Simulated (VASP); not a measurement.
# Fe (Pm-3n) in VASP: single point with r2SCAN

Aim: the single point of Fe with r2SCAN.

Program: VASP 6.6.1. These are calculated values, not measurements. Logs are shortened: lines on timing, memory, paths and dates and some standing lists are left out, and cuts for length are marked.

## (1) The cell of the first run

It takes space group Pm-3n (No. 223, cubic). The conventional cell has a = 4.329 Å, b = 4.329 Å, c = 4.329 Å, α = 90.00°, β = 90.00°, γ = 90.00°. Within 3.2 Å of Fe (site symmetry m-3) lie 12 Fe at 2.42 Å. Fe (site symmetry -4m2) has 14 Fe at 2.16 to 2.65 Å within 2.9 Å.

## (2) Single point, r2SCAN

POSCAR reads:

```
Fe
1.0
    4.3288826926      0.0000000000      0.0000000000
    0.0000000000      4.3288826926      0.0000000000
    0.0000000000      0.0000000000      4.3288826926
Fe
8
Direct
    0.0000000000      1.0000000000      0.0000000000
    0.5000000000      0.5000000000      0.5000000000
    0.2500000000      1.0000000000      0.5000000000
    0.7500000000      0.0000000000      0.5000000000
    0.5000000000      0.2500000000      0.0000000000
    0.5000000000      0.7500000000      0.0000000000
    1.0000000000      0.5000000000      0.2500000000
    1.0000000000      0.5000000000      0.7500000000
```

INCAR.step1 reads:

```
SYSTEM = Fe
PREC     = Accurate       ! precision mode
ENCUT    = 520            ! plane-wave cutoff, eV
ISMEAR   = -1             ! smearing method
SIGMA    = 0.1            ! smearing width, eV
LREAL    = .False.        ! projectors in reciprocal space
LASPH    = .True.         ! aspherical terms in the spheres
NELM     = 60             ! most SCF steps
NBANDS   = 42             ! bands
GGA      = PE             ! functional
ALGO     = Normal         ! electronic algorithm
EDIFF    = 1E-4           ! SCF threshold, eV
LWAVE    = .True.         ! write WAVECAR
LCHARG   = .False.        ! write CHGCAR
```

INCAR.step2 reads:

```
SYSTEM = Fe
PREC     = Accurate       ! precision mode
ENCUT    = 520            ! plane-wave cutoff, eV
EDIFF    = 1E-6           ! SCF threshold, eV
ISMEAR   = -1             ! smearing method
SIGMA    = 0.1            ! smearing width, eV
LREAL    = .False.        ! projectors in reciprocal space
LASPH    = .True.         ! aspherical terms in the spheres
NELM     = 60             ! most SCF steps
ALGO     = Normal         ! electronic algorithm
ISIF     = 2              ! what is computed and relaxed
LWAVE    = .False.        ! write WAVECAR
LCHARG   = .False.        ! write CHGCAR
METAGGA  = R2SCAN         ! meta-GGA
LMIXTAU  = .True.       
NBANDS   = 42             ! bands
ISTART   = 1
```

KPOINTS reads:

```
Automatic mesh
0
Gamma
  6 6 6
  0 0 0
```

Potentials or basis: VASP PAW PBE potentials, release 64 (Fe).

Command:

```sh
cat potpaw_PBE.64/Fe/POTCAR > POTCAR
cp INCAR.step1 INCAR
mpirun -np 1 vasp_std > vasp.out
cp INCAR.step2 INCAR
mpirun -np 1 vasp_std > vasp.out
```

OUTCAR:

```text
SYSTEM = Fe
   PREC = Accurate
   ENCUT = 520
   EDIFF = 1E-6
   ISMEAR = -1
   LREAL = .False.
   LASPH = .True.
   NELM = 60
   ISIF = 2
   METAGGA = R2SCAN
   ISTART = 1

 ion  position               nearest neighbor table
   1  0.000  0.000  0.000-   3 2.42   4 2.42   5 2.42   6 2.42   7 2.42   8 2.42   3 2.42   4 2.42
                             7 2.42   8 2.42   5 2.42   6 2.42
   2  0.500  0.500  0.500-   3 2.42   4 2.42   5 2.42   6 2.42   7 2.42   8 2.42   5 2.42   6 2.42
                             3 2.42   4 2.42   7 2.42   8 2.42
   3  0.250  0.000  0.500-   4 2.16   4 2.16   1 2.42   1 2.42   2 2.42   2 2.42   8 2.65   5 2.65
                             5 2.65   6 2.65   6 2.65   7 2.65   8 2.65   7 2.65
   4  0.750  0.000  0.500-   3 2.16   3 2.16   1 2.42   1 2.42   2 2.42   2 2.42   8 2.65   5 2.65
                             5 2.65   6 2.65   6 2.65   7 2.65   8 2.65   7 2.65
   5  0.500  0.250  0.000-   6 2.16   6 2.16   1 2.42   2 2.42   2 2.42   1 2.42   8 2.65   4 2.65
                             3 2.65   4 2.65   3 2.65   7 2.65   7 2.65   8 2.65
   6  0.500  0.750  0.000-   5 2.16   5 2.16   1 2.42   2 2.42   2 2.42   1 2.42   8 2.65   4 2.65
                             3 2.65   4 2.65   3 2.65   7 2.65   7 2.65   8 2.65
   7  0.000  0.500  0.250-   8 2.16   8 2.16   1 2.42   2 2.42   1 2.42   2 2.42   3 2.65   4 2.65
                             5 2.65   3 2.65   4 2.65   6 2.65   5 2.65   6 2.65
   8  0.000  0.500  0.750-   7 2.16   7 2.16   1 2.42   2 2.42   1 2.42   2 2.42   3 2.65   4 2.65
                             5 2.65   3 2.65   4 2.65   6 2.65   5 2.65   6 2.65

  LATTYP: Found a simple cubic cell.
 ALAT       =     4.3288826926

  Lattice vectors:

 A1 = (   4.3288826926,   0.0000000000,   0.0000000000)
 A2 = (   0.0000000000,   4.3288826926,   0.0000000000)
 A3 = (   0.0000000000,   0.0000000000,   4.3288826926)

Analysis of symmetry for initial positions (statically):
=====================================================================
 Subroutine PRICEL returns:
 Original cell was already a primitive cell.

 Routine SETGRP: Setting up the symmetry group for a
 simple cubic supercell.

 Subroutine GETGRP returns: Found 48 space group operations
 (whereof 24 operations were pure point group operations)
 out of a pool of 48 trial point group operations.

The static configuration has the point symmetry T_h .
 The point group associated with its full space group is O_h .

Analysis of symmetry for dynamics (positions and initial velocities):
=====================================================================
 Subroutine PRICEL returns:
 Original cell was already a primitive cell.

 Routine SETGRP: Setting up the symmetry group for a
 simple cubic supercell.

 Subroutine GETGRP returns: Found 48 space group operations
 (whereof 24 operations were pure point group operations)
 out of a pool of 48 trial point group operations.

The dynamic configuration has the point symmetry T_h .
 The point group associated with its full space group is O_h .

 Subroutine INISYM returns: Found 48 space group operations
 (whereof 24 operations are pure point group operations),
 and found     1 'primitive' translations

----------------------------------------------------------------------------------------

                                     Primitive cell

  volume of cell :      81.1199

  direct lattice vectors                    reciprocal lattice vectors
     4.328882693  0.000000000  0.000000000     0.231006491  0.000000000  0.000000000
     0.000000000  4.328882693  0.000000000     0.000000000  0.231006491  0.000000000
     0.000000000  0.000000000  4.328882693     0.000000000  0.000000000  0.231006491

  length of vectors
     4.328882693  4.328882693  4.328882693     0.231006491  0.231006491  0.231006491

  position of ions in fractional coordinates (direct lattice)
     0.000000000  0.000000000  0.000000000
     0.500000000  0.500000000  0.500000000
     0.250000000  0.000000000  0.500000000
     0.750000000  0.000000000  0.500000000
     0.500000000  0.250000000  0.000000000
     0.500000000  0.750000000  0.000000000
     0.000000000  0.500000000  0.250000000
     0.000000000  0.500000000  0.750000000

  ion indices of the primitive-cell ions
   primitive index   ion index
                 1           1
                 2           2
                 3           3
                 4           4
                 5           5
                 6           6
                 7           7
                 8           8

----------------------------------------------------------------------------------------

 KPOINTS: Automatic mesh

Automatic generation of k-mesh.
 Grid dimensions read from file:
 generate k-points for:    6    6    6

 Generating k-lattice:

  Cartesian coordinates                     Fractional coordinates (reciprocal lattice)
     0.038501082  0.000000000  0.000000000     0.166666667  0.000000000  0.000000000
     0.000000000  0.038501082  0.000000000     0.000000000  0.166666667  0.000000000
     0.000000000  0.000000000  0.038501082     0.000000000  0.000000000  0.166666667

  Length of vectors
     0.038501082  0.038501082  0.038501082

  Shift w.r.t. Gamma in fractional coordinates (k-lattice)
     0.000000000  0.000000000  0.000000000

 Subroutine IBZKPT returns following result:
 ===========================================

 Found     20 irreducible k-points:

 Following reciprocal coordinates:
            Coordinates               Weight
  0.000000  0.000000  0.000000      1.000000
  0.166667  0.000000  0.000000      6.000000
  0.333333  0.000000  0.000000      6.000000
  0.500000  0.000000  0.000000      3.000000
  0.166667  0.166667  0.000000     12.000000
  0.333333  0.166667  0.000000     24.000000
[... 12 lines left out ...]
  0.500000  0.500000  0.333333      6.000000
  0.500000  0.500000  0.500000      1.000000
   k-points           NKPTS =     20   k-points in BZ     NKDIM =     20   number of bands    NBANDS=     42
   number of dos      NEDOS =    301   number of ions     NIONS =      8
   total plane-waves  NPLWV =  32768
   dimension x,y,z NGX =    32 NGY =   32 NGZ =   32
   dimension x,y,z NGXF=    64 NGYF=   64 NGZF=   64
   ions per type =               8
   NGX,Y,Z   is equivalent  to a cutoff of  12.29, 12.29, 12.29 a.u.
   NGXF,Y,Z  is equivalent  to a cutoff of  24.58, 24.58, 24.58 a.u.
 SYSTEM =  Fe
   PREC   = accura    normal or accurate (medium, high low for compatibility)
   ISTART =      1    job   : 0-new  1-cont  2-samecut
   ICHARG =      0    charge: 1-file 2-atom 10-const
   ISPIN  =      1    spin polarized calculation?
   LNONCOLLINEAR =      F non collinear calculations
   LSORBIT =      F    spin-orbit coupling
   LASPH  =      T    aspherical Exc in radial PAW
   ENCUT  =  520.0 eV  38.22 Ry    6.18 a.u.   8.05  8.05  8.05*2*pi/ulx,y,z
   NELM   =     60;   NELMIN=  2; NELMDL=  0     # of ELM steps
   EDIFF  = 0.1E-05   stopping-criterion for ELM
   LREAL  =      F    real-space projection
   EDIFFG = 0.1E-04   stopping-criterion for IOM
   NSW    =      0    number of steps for IOM
   IBRION =     -1    ionic relax: 0-MD 1-quasi-New 2-CG
   NFREE  =      0    steps in history (QN), initial steepest desc. (CG)
   ISIF   =      2    stress and relaxation
   ISYM   =      2    0-nonsym 1-usesym 2-fastsym
   POTIM  = 0.5000    time-step for ionic-motion
   TEBEG  =    0.0;   TEEND  =   0.0 temperature during run
   PSTRESS=    0.0 pullay stress
   NELECT =      64.0000    total number of electrons
   NUPDOWN=      -1.0000    fix difference up-down
   EMIN   =  10.00;   EMAX   =-10.00  energy-range for DOS
   EFERMI =   0.00;   METHOD = LEGACY
   ISMEAR =    -1;   SIGMA  =   0.10  broadening in eV -4-tet -1-fermi 0-gaus
   EFERMI_NEDOS =   21; number of points for ismear=-14 and -15
   IALGO  =     38    algorithm
   IMIX   =      4    mixing-type and parameters
     AMIX     =   0.40;   BMIX     =  1.00
     AMIX_MAG =   1.60;   BMIX_MAG =  1.00
  volume/ion in A,a.u.               =      10.14        68.43
  Fermi-wavevector in a.u.,A,eV,Ry     =   1.512722  2.858629 31.134574  2.288327
  Thomas-Fermi vector in A             =   2.622608
   LORBIT       =      0    0 simple, 1 ext, 2 COOP (PROOUT), +10 PAW based schemes
   METAGGA = R2SCAN    functional components
   LHFCALC =     F    Hartree Fock is set to
   AEXX    =    0.0000 exact exchange contribution
   IVDW    =     0    specifies the selected vdW correction
   LEPSILON=     F    determine dielectric tensor
   LRPA    =     F    only Hartree local field effects (RPA)
 non-spin polarized calculation
  energy-cutoff  :      520.00
  volume of cell :       81.12
 maximum number of plane-waves:      2272
   NGX = 17   NGY = 17   NGZ = 17

 number of electron      63.9999978 magnetization

 Free energy of the ion-electron system (eV)
  ---------------------------------------------------
  ext. energy  EPLUGINS =         0.00000000
  ---------------------------------------------------
  free energy    TOTEN  =      -107.89993563 eV

  energy without entropy =     -107.34425825  energy(sigma->0) =     -107.62209694

 E-fermi :   6.9700     XC(G=0): -15.0484

 val. band max:        6.9432812492   @ k =   0.3333   0.3333   0.3333
 cond. band min:       6.9874523262   @ k =   0.5000   0.5000   0.0000
 fundamental gap:      0.0441710771
 Fermi energy:         6.9699619570

 k-point     1 :       0.0000    0.0000    0.0000
  band No.  band energies     occupation
      1      -2.5936      2.00000
      2       1.6536      2.00000
      3       1.6536      2.00000
      4       2.5203      2.00000
      5       2.7209      2.00000
      6       2.7209      2.00000
[... 34 lines left out ...]
     41       7.9038      0.00018
     42       9.5273      0.00000
[... 814 lines left out ...]
      2       1.9409      2.00000
      3       1.9409      2.00000
      4       1.9409      2.00000
      5       1.9409      2.00000
      6       1.9409      2.00000
[... 34 lines left out ...]
     41       8.6212      0.00000
     42       8.6212      0.00000

------------------------ aborting loop because EDIFF is reached ----------------------------------------

  FORCE on cell =-STRESS in cart. coord.  units (eV):
  Direction    XX          YY          ZZ          XY          YZ          ZX
  --------------------------------------------------------------------------------------
  -------------------------------------------------------------------------------------
  Total        0.2162882      0.2162882      0.2162882      0.0000000      0.0000000     -0.0000000
  in kB        4.2718504      4.2718504      4.2718504      0.0000000      0.0000000     -0.0000000
  external PRESSURE =       4.2718504 kB  Pullay stress =       0.0000000 kB

 VOLUME and BASIS-vectors are now :
 -----------------------------------------------------------------------------
  energy-cutoff  :      520.00
  volume of cell :       81.12
      direct lattice vectors                 reciprocal lattice vectors
     4.328882693  0.000000000  0.000000000     0.231006491  0.000000000  0.000000000
     0.000000000  4.328882693  0.000000000     0.000000000  0.231006491  0.000000000
     0.000000000  0.000000000  4.328882693     0.000000000  0.000000000  0.231006491

 POSITION                                       TOTAL-FORCE (eV/Angst)
 -----------------------------------------------------------------------------------
      0.00000      0.00000      0.00000         0.000000      0.000000      0.000000
      2.16444      2.16444      2.16444         0.000000      0.000000      0.000000
      1.08222      0.00000      2.16444        -0.000000      0.000000      0.000000
      3.24666      0.00000      2.16444         0.000000     -0.000000     -0.000000
      2.16444      1.08222      0.00000        -0.000000     -0.000000     -0.000000
      2.16444      3.24666      0.00000         0.000000      0.000000      0.000000
      0.00000      2.16444      1.08222        -0.000000      0.000000     -0.000000
      0.00000      2.16444      3.24666         0.000000      0.000000      0.000000
 -----------------------------------------------------------------------------------
    total drift:                                0.000000     -0.000000      0.000000

  FREE ENERGIE OF THE ION-ELECTRON SYSTEM (eV)
  ---------------------------------------------------
  free  energy   TOTEN  =      -107.8999356312 eV

  energy  without entropy=     -107.3442582468  energy(sigma->0) =     -107.62209694
```

Run time: 92 s. Hardware: 1 thread of Intel Xeon 6975P-C (Granite Rapids), shared host; peak memory 0.2 GiB.

What came out:

```
Free energy            : -107.8999 eV
Pressure               : 0.4 GPa
Band gap on the k mesh : zero (band 32 reaches 7.37 eV, above the bottom of band 33 at 6.82 eV)
```

Caveat: the PAW data sets were made with another functional, which shifts forces and pressure a little; the run has no spin polarisation, though such a crystal can be magnetic. Spin polarisation is off, so any magnetic state and its effect on volume and gap are missing.
